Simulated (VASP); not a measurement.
## ZrB: single point with r2SCAN+rVV10

Crystal: ZrB.

```
Zr B
1.0
     0.00000    2.29358    2.29358
     2.29358    0.00000    2.29358
     2.29358    2.29358    0.00000
Zr B
1 1
Direct
  0.00000 0.00000 0.00000
  0.50000 0.50000 0.50000
```

```json
{
  "Program": "VASP 6.6.1",
  "Task": "single point",
  "Functional": "r2SCAN",
  "Dispersion": "rVV10",
  "Potentials or basis": "VASP PAW PBE potentials, release 64 (Zr_sv, B)",
  "Cutoff": "520 eV",
  "k mesh": "10 × 10 × 10",
  "Occupations": "methfessel-paxton, width 0.05 eV",
  "Spin": "no spin polarisation"
}
```

```json
{
  "Pressure": "48.3 GPa"
}
```

Levels at points of the mesh, in eV from the Fermi level:
```tsv
k point	band 4	band 5	band 6	band 7	band 8	band 9	band 10	band 11	band 12	band 13
(0.00, 0.00, 0.00)	-25.19	-8.98	2.22	2.22	2.22	4.04	4.04	4.11	4.11	4.11
(0.50, 0.00, 0.00)	-25.30	-4.51	-3.83	-1.58	-1.58	6.45	6.45	8.25	8.79	14.74
(0.50, 0.50, 0.00)	-25.59	-7.14	-1.20	-0.24	2.81	2.81	5.97	7.74	7.74	11.88
```

It took 71 s on 1 thread of Intel(R) Xeon(R) 6975P-C (Granite Rapids), on a shared host, peak memory 0.22 GiB.

Caveat: the PAW data sets were made with another functional, which shifts forces and pressure a little.
